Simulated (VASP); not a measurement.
# MoS2: single point with PBE+D3(BJ)

MoS2:

```
Mo S
1.0
     3.14932    0.00000    0.00000
    -1.57466    2.72740    0.00000
     0.00000    0.00000   12.08984
Mo S
2 4
Direct
  0.33333 0.66667 0.25000
  0.66667 0.33333 0.75000
  0.33333 0.66667 0.62049
  0.66667 0.33333 0.12049
  0.33333 0.66667 0.87951
  0.66667 0.33333 0.37951
```

```json
{"Program": "VASP 6.6.1", "Task": "single point", "Functional": "PBE", "Dispersion": "D3(BJ)", "Potentials or basis": "VASP PAW PBE potentials, release 64 (Mo_sv, S)", "Cutoff": "520 eV", "k mesh": "12 × 12 × 3", "Occupations": "gaussian, width 0.01 eV", "Spin": "no spin polarisation"}
```

| Property | Result |
| --- | --- |
| Pressure | -0.1 GPa |
| Largest force | 0.013 eV/Å |
| Band gap on the k mesh | 0.80 eV, indirect (least direct gap 1.70 eV) |
| Dispersion energy per atom | -0.438 eV |

Forces on the atoms (eV/Å):
```
Mo   0.000  0.000  0.000
Mo   0.000  0.000  0.000
S    0.000  0.000  0.013
S    0.000  0.000  0.013
S    0.000  0.000 -0.013
S    0.000  0.000 -0.013
```

Levels at points of the mesh, in eV from the valence-band top:
```csv
k point,band 23,band 24,band 25,band 26,band 27,band 28,band 29,band 30
"(0.00, 0.00, 0.00)",-2.15,-1.27,-1.11,0.00,2.09,2.09,2.13,2.13
"(0.50, 0.00, 0.00)",-1.78,-1.52,-1.49,-1.33,1.62,1.68,1.99,2.31
```

It took 78 s on 1 thread of Intel(R) Xeon(R) Platinum 8488C (Sapphire Rapids), on a shared host, peak memory 0.28 GiB.

A k mesh can miss the band edges. Expect the measured gap to be larger: semilocal functionals such as PBE lack the derivative discontinuity.
